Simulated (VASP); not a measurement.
Runs of VASP 6.6.1 on AlAs3. The structure is that of space group Pm-3m (No. 221), or close to it. The cells are those of the table. 

| task | cell | k mesh | cutoff (eV) | gap on the mesh (eV) | pressure (GPa) | relaxed volume (Å³/atom) |
| --- | --- | --- | --- | --- | --- | --- |
| single point | a = 4.366 Å, 4 atoms | 4 × 4 × 4 | 520 | none | -5.2 | - |
| single point | a = 4.252 Å, 4 atoms | 4 × 4 × 4 | 520 | none | 0.0 | - |
| single point | a = 4.234 Å, 4 atoms | 12 × 12 × 12 | 520 | none | 0.1 | - |
| relaxation of cell and atoms | relaxed from a = 4.366 Å, 4 atoms | 4 × 4 × 4 | 600 | none | 0.0 | (a) |
| relaxation of cell and atoms | relaxed from a = 4.252 Å, 4 atoms | 12 × 12 × 12 | 600 | none | 0.0 | 18.99 |

Alike in all rows: level PBE; potentials or basis VASP PAW PBE potentials, release 64 (Al, As); no spin polarisation; smearing gaussian 0.1 eV.

Task: Fill in the values left out.

Result: (a) 19.22.

Caveats: some runs use coarse meshes.

A k mesh can miss the band edges, and the runs leave out spin-orbit coupling on As.

A gap of «none» marks levels without a gap at the run's occupations.
